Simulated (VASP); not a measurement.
# ZrSi31 (a cell with a defect) in VASP: single point with PBE

Aim: the single point of ZrSi31 (a cell with a defect) with PBE.

Everything below comes from runs of VASP 6.6.1. Logs are shortened: lines on timing, memory, paths and dates and some standing lists are left out, and cuts for length are marked.

## 1. The cell of the first run

The cell holds a defect, 32 atoms: a = 9.474 Å, b = 9.474 Å, c = 9.474 Å, α = 109.47°, β = 109.47°, γ = 109.47°.

## 2. Single point, PBE

Input file INCAR:

```
SYSTEM = ZrSi31
PREC = Accurate ; ENCUT = 520
EDIFF = 1E-6 ; ISMEAR = 0
SIGMA = 0.02 ; LREAL = Auto
LASPH = .TRUE. ; NELM = 80
ALGO = Normal ; ISIF = 2
LWAVE = .FALSE. ; LCHARG = .FALSE.
GGA = PE ; NBANDS = 90
```

Input file KPOINTS:

```
Automatic mesh
0
Gamma
  2 2 2
  0.5 0.5 0.5
```

Input file POSCAR:

```
ZrSi31
1.0
   -5.4700936474     -5.4700936474     -5.4700936474
    5.4700936474      5.4700936474     -5.4700936474
    5.4700936474     -5.4700936474      5.4700936474
Zr Si
1 31
Direct
    0.5000000000      0.7500000000      0.5000000000
    0.5000000000      0.4960055587      0.7526135623
    0.2460055587      0.7500000000      0.7526135623
    0.5000000000      0.2500000000      0.0000000000
    0.2473864377      0.4973864377     -0.0066080036
    0.0000000000      0.7500000000      0.0000000000
    0.5000000000      0.0026135623      0.2460055587
    0.2473864377      0.2433919964      0.2473864377
   -0.0066080036      0.4973864377      0.2473864377
    0.7526135623      0.7500000000      0.2460055587
    0.2460055587      0.0026135623      0.5000000000
    0.0000000000      0.2500000000      0.5000000000
    0.7526135623      0.4960055587      0.5000000000
    0.0066080036      0.0039944413      0.7539944413
    0.7539944413      0.2566080036      0.7539944413
    0.7539944413      0.0039944413      0.0066080036
    0.5000000000      0.7500000000      0.7753563454
    0.5000000000      0.4980385652      0.0012049234
    0.2480385652      0.7500000000      0.0012049234
    0.5000000000      0.2512049234      0.2480385652
    0.2246436546      0.4746436546      0.2246436546
    0.0012049234      0.7500000000      0.2480385652
    0.5000000000      0.0253563454      0.5000000000
    0.2480385652      0.2512049234      0.5000000000
    0.0012049234      0.4980385652      0.5000000000
    0.7753563454      0.7500000000      0.5000000000
    0.2531663582      0.0019614348      0.7519614348
    0.9987950766      0.2487950766      0.7468336418
    0.7519614348      0.5031663582      0.7519614348
   -0.0012049234     -0.0031663582     -0.0012049234
    0.7468336418      0.2487950766     -0.0012049234
    0.7519614348      1.0019614348      0.2531663582
```

Potentials or basis: VASP PAW PBE potentials, release 64 (Zr_sv, Si).

Run with:

```sh
cat potpaw_PBE.64/Zr_sv/POTCAR potpaw_PBE.64/Si/POTCAR > POTCAR
mpirun -np 1 vasp_std > vasp.out
```

OUTCAR:

```text
SYSTEM = ZrSi31
   PREC = Accurate
   ENCUT = 520
   EDIFF = 1E-6
   ISMEAR = 0
   LREAL = Auto
   LASPH = .TRUE.
   NELM = 80
   ISIF = 2
   GGA = PE

 ion  position               nearest neighbor table
   1  0.500  0.750  0.500-  17 2.61  21 2.61  23 2.61  26 2.61
   2  0.500  0.496  0.753-  17 2.34  18 2.35  24 2.37  29 2.37
   3  0.246  0.750  0.753-  17 2.34  19 2.35  25 2.37  27 2.37
   4  0.500  0.250  0.000-  18 2.35  20 2.35  27 2.35  31 2.35
   5  0.247  0.497  0.993-  21 2.34  28 2.35  18 2.37  19 2.37
   6  0.000  0.750  0.000-  19 2.35  22 2.35  29 2.35  30 2.35
[... 24 lines left out ...]
  31  0.747  0.249  0.999-   4 2.35   9 2.35  15 2.37  16 2.37
  32  0.752  0.002  0.253-  12 2.35  16 2.35   7 2.37  10 2.37

  LATTYP: Found a body centered cubic cell.
 ALAT       =    10.9401872948

  Lattice vectors:

 A1 = (  -5.4700936474,  -5.4700936474,  -5.4700936474)
 A2 = (   5.4700936474,   5.4700936474,  -5.4700936474)
 A3 = (   5.4700936474,  -5.4700936474,   5.4700936474)

Analysis of symmetry for initial positions (statically):
=====================================================================
 Subroutine PRICEL returns:
 Original cell was already a primitive cell.

 Routine SETGRP: Setting up the symmetry group for a
 body centered cubic supercell.

 Subroutine GETGRP returns: Found 24 space group operations
 (whereof  2 operations were pure point group operations)
 out of a pool of 48 trial point group operations.

The static configuration has the point symmetry C_1h.
 The point group associated with its full space group is T_d .

Analysis of symmetry for dynamics (positions and initial velocities):
=====================================================================
 Subroutine PRICEL returns:
 Original cell was already a primitive cell.

 Routine SETGRP: Setting up the symmetry group for a
 body centered cubic supercell.

 Subroutine GETGRP returns: Found 24 space group operations
 (whereof  2 operations were pure point group operations)
 out of a pool of 48 trial point group operations.

The dynamic configuration has the point symmetry C_1h.
 The point group associated with its full space group is T_d .

 Subroutine INISYM returns: Found 24 space group operations
 (whereof  2 operations are pure point group operations),
 and found     1 'primitive' translations

----------------------------------------------------------------------------------------

                                     Primitive cell

  volume of cell :     654.7029

  direct lattice vectors                    reciprocal lattice vectors
    -5.470093647 -5.470093647 -5.470093647     0.000000000 -0.091406113 -0.091406113
     5.470093647  5.470093647 -5.470093647     0.091406113  0.000000000 -0.091406113
     5.470093647 -5.470093647  5.470093647     0.091406113 -0.091406113  0.000000000

  length of vectors
     9.474480119  9.474480119  9.474480119     0.129267765  0.129267765  0.129267765

  position of ions in fractional coordinates (direct lattice)
     0.500000000  0.750000000  0.500000000
     0.500000000  0.496005559  0.752613562
     0.246005559  0.750000000  0.752613562
     0.500000000  0.250000000  0.000000000
     0.247386438  0.497386438  0.993391996
     0.000000000  0.750000000  0.000000000
[... 24 lines left out ...]
     0.746833642  0.248795077  0.998795077
     0.751961435  0.001961435  0.253166358

  ion indices of the primitive-cell ions
   primitive index   ion index
                 1           1
                 2           2
                 3           3
                 4           4
                 5           5
                 6           6
[... 24 lines left out ...]
                31          31
                32          32

----------------------------------------------------------------------------------------

 KPOINTS: Automatic mesh

Automatic generation of k-mesh.
 Grid dimensions read from file:
 generate k-points for:    2    2    2

 Generating k-lattice:

  Cartesian coordinates                     Fractional coordinates (reciprocal lattice)
     0.000000000 -0.045703057 -0.045703057     0.500000000  0.000000000  0.000000000
     0.045703057  0.000000000 -0.045703057     0.000000000  0.500000000  0.000000000
     0.045703057 -0.045703057  0.000000000     0.000000000  0.000000000  0.500000000

  Length of vectors
     0.064633883  0.064633883  0.064633883

  Shift w.r.t. Gamma in fractional coordinates (k-lattice)
     0.500000000  0.500000000  0.500000000

 Subroutine IBZKPT returns following result:
 ===========================================

 Found      2 irreducible k-points:

 Following reciprocal coordinates:
            Coordinates               Weight
  0.250000  0.250000  0.250000      2.000000
 -0.250000  0.250000  0.250000      6.000000
   k-points           NKPTS =      2   k-points in BZ     NKDIM =      2   number of bands    NBANDS=     90
   number of dos      NEDOS =    301   number of ions     NIONS =     32
   total plane-waves  NPLWV = 343000
   dimension x,y,z NGX =    70 NGY =   70 NGZ =   70
   dimension x,y,z NGXF=   140 NGYF=  140 NGZF=  140
   ions per type =               1  31
   NGX,Y,Z   is equivalent  to a cutoff of  12.28, 12.28, 12.28 a.u.
   NGXF,Y,Z  is equivalent  to a cutoff of  24.57, 24.57, 24.57 a.u.
 SYSTEM =  ZrSi31
   PREC   = accura    normal or accurate (medium, high low for compatibility)
   ISTART =      0    job   : 0-new  1-cont  2-samecut
   ICHARG =      2    charge: 1-file 2-atom 10-const
   ISPIN  =      1    spin polarized calculation?
   LNONCOLLINEAR =      F non collinear calculations
   LSORBIT =      F    spin-orbit coupling
   LASPH  =      T    aspherical Exc in radial PAW
   ENCUT  =  520.0 eV  38.22 Ry    6.18 a.u.  17.62 17.62 17.62*2*pi/ulx,y,z
   NELM   =     80;   NELMIN=  2; NELMDL= -5     # of ELM steps
   EDIFF  = 0.1E-05   stopping-criterion for ELM
   LREAL  =      T    real-space projection
   EDIFFG = 0.1E-04   stopping-criterion for IOM
   NSW    =      0    number of steps for IOM
   IBRION =     -1    ionic relax: 0-MD 1-quasi-New 2-CG
   NFREE  =      0    steps in history (QN), initial steepest desc. (CG)
   ISIF   =      2    stress and relaxation
   ISYM   =      2    0-nonsym 1-usesym 2-fastsym
   POTIM  = 0.5000    time-step for ionic-motion
   TEBEG  =    0.0;   TEEND  =   0.0 temperature during run
   PSTRESS=    0.0 pullay stress
   NELECT =     136.0000    total number of electrons
   NUPDOWN=      -1.0000    fix difference up-down
   EMIN   =  10.00;   EMAX   =-10.00  energy-range for DOS
   EFERMI =   0.00;   METHOD = LEGACY
   ISMEAR =     0;   SIGMA  =   0.02  broadening in eV -4-tet -1-fermi 0-gaus
   EFERMI_NEDOS =   21; number of points for ismear=-14 and -15
   IALGO  =     38    algorithm
   IMIX   =      4    mixing-type and parameters
     AMIX     =   0.40;   BMIX     =  1.00
     AMIX_MAG =   1.60;   BMIX_MAG =  1.00
  volume/ion in A,a.u.               =      20.46       138.07
  Fermi-wavevector in a.u.,A,eV,Ry     =   0.969556  1.832196 12.790013  0.940039
  Thomas-Fermi vector in A             =   2.099619
   LORBIT       =      0    0 simple, 1 ext, 2 COOP (PROOUT), +10 PAW based schemes
   GGA     = PE    functional components
   LHFCALC =     F    Hartree Fock is set to
   AEXX    =    0.0000 exact exchange contribution
   IVDW    =     0    specifies the selected vdW correction
   LEPSILON=     F    determine dielectric tensor
   LRPA    =     F    only Hartree local field effects (RPA)
 non-spin polarized calculation
 Gauss-broadening in eV      SIGMA  =   0.02
  energy-cutoff  :      520.00
  volume of cell :      654.70
 maximum number of plane-waves:     17628
 NGX is ok and might be reduce to    70
   NGX = 35   NGY = 35   NGZ = 35

 number of electron     136.0000001 magnetization

 Free energy of the ion-electron system (eV)
  ---------------------------------------------------
  ext. energy  EPLUGINS =         0.00000000
  ---------------------------------------------------
  free energy    TOTEN  =      -174.21684887 eV

  energy without entropy =     -174.21684887  energy(sigma->0) =     -174.21684887

 E-fermi :   5.5374     XC(G=0):  -9.3961

 val. band max:        5.3856766607   @ k =  -0.2500   0.2500   0.2500
 cond. band min:       6.3207983286   @ k =  -0.2500   0.2500   0.2500
 fundamental gap:      0.9351216679
 Fermi energy:         5.5374134647

 k-point     1 :       0.2500    0.2500    0.2500
  band No.  band energies     occupation
      1     -43.0171      2.00000
      2     -21.0992      2.00000
      3     -21.0992      2.00000
      4     -21.0992      2.00000
      5      -5.3509      2.00000
      6      -5.3509      2.00000
[... 72 lines left out ...]
     79       7.4134      0.00000
     80       7.4245      0.00000

 k-point     2 :      -0.2500    0.2500    0.2500
  band No.  band energies     occupation
      1     -43.0171      2.00000
      2     -21.0993      2.00000
      3     -21.0993      2.00000
      4     -21.0992      2.00000
      5      -5.7974      2.00000
      6      -4.8535      2.00000
[... 72 lines left out ...]
     79       7.9377      0.00000
     80       8.0325      0.00000
 [bands above 80 left out]

------------------------ aborting loop because EDIFF is reached ----------------------------------------

  FORCE on cell =-STRESS in cart. coord.  units (eV):
  Direction    XX          YY          ZZ          XY          YZ          ZX
  --------------------------------------------------------------------------------------
  -------------------------------------------------------------------------------------
  Total        8.3395910      8.3395910      8.3395910      0.0000000      0.0000000      0.0000000
  in kB       20.4084988     20.4084988     20.4084988      0.0000000      0.0000000      0.0000000
  external PRESSURE =      20.4084988 kB  Pullay stress =       0.0000000 kB

 VOLUME and BASIS-vectors are now :
 -----------------------------------------------------------------------------
  energy-cutoff  :      520.00
  volume of cell :      654.70
      direct lattice vectors                 reciprocal lattice vectors
    -5.470093647 -5.470093647 -5.470093647     0.000000000 -0.091406113 -0.091406113
     5.470093647  5.470093647 -5.470093647     0.091406113  0.000000000 -0.091406113
     5.470093647 -5.470093647  5.470093647     0.091406113 -0.091406113  0.000000000

 POSITION                                       TOTAL-FORCE (eV/Angst)
 -----------------------------------------------------------------------------------
      4.10257     -1.36752     -4.10257        -0.000000     -0.000000      0.000000
      4.09502     -4.13872     -1.33138         0.017820      0.011482     -0.011482
      6.87376     -1.35997     -1.33138        -0.011482     -0.017820     -0.011482
     -1.36752     -1.36752     -4.10257        -0.000000     -0.000000      0.000000
      6.80147     -4.06642      1.35997         0.011482     -0.011482      0.017820
      4.10257      4.10257     -4.10257        -0.000000     -0.000000      0.000000
[... 24 lines left out ...]
      2.73919     -8.18782      0.01732         0.020039      0.013035      0.013035
     -2.71773     -5.48741     -2.73919         0.013035     -0.013035     -0.020039
 -----------------------------------------------------------------------------------
    total drift:                               -0.000002      0.000002      0.000002

  FREE ENERGIE OF THE ION-ELECTRON SYSTEM (eV)
  ---------------------------------------------------
  free  energy   TOTEN  =      -174.2168488713 eV

  energy  without entropy=     -174.2168488713  energy(sigma->0) =     -174.21684887
```

Wall time 7.7 min (1 thread of Intel Xeon 8259CL, shared host); peak memory 0.69 GiB.

Results:

```yaml
Free_energy: -174.2168 eV
Pressure: 2.0 GPa
Largest_force: 0.027 eV/Å
Band_gap_on_the_k_mesh: 0.94 eV
```

Forces in eV/Å, atoms in the order of the input:
```
Zr   0.000  0.000  0.000
Si   0.018  0.011 -0.011
Si  -0.011 -0.018 -0.011
Si   0.000  0.000  0.000
Si   0.011 -0.011  0.018
Si   0.000  0.000  0.000
Si   0.018 -0.011  0.011
Si   0.011  0.018 -0.011
Si  -0.018 -0.011 -0.011
Si   0.011 -0.018  0.011
Si  -0.011 -0.011 -0.018
Si   0.000  0.000  0.000
Si   0.011  0.011 -0.018
Si  -0.018  0.011  0.011
Si  -0.011  0.018  0.011
Si  -0.011  0.011  0.018
Si  -0.012  0.012 -0.012
Si  -0.020 -0.013  0.013
Si   0.013  0.020  0.013
Si  -0.020  0.013 -0.013
Si   0.012 -0.012 -0.012
Si  -0.013  0.020 -0.013
Si  -0.012 -0.012  0.012
Si   0.013  0.013  0.020
Si  -0.013 -0.013  0.020
Si   0.012  0.012  0.012
Si   0.020 -0.013 -0.013
Si  -0.013  0.013 -0.020
Si   0.013 -0.020 -0.013
Si  -0.013 -0.020  0.013
Si   0.020  0.013  0.013
Si   0.013 -0.013 -0.020
```

Levels at points of the mesh, in eV from the valence-band top:
```
           k point  band 66  band 67  band 68  band 69  band 70  band 71
(0.25, 0.25, 0.25)    -0.11    -0.11    -0.11     1.03     1.03     1.72
```
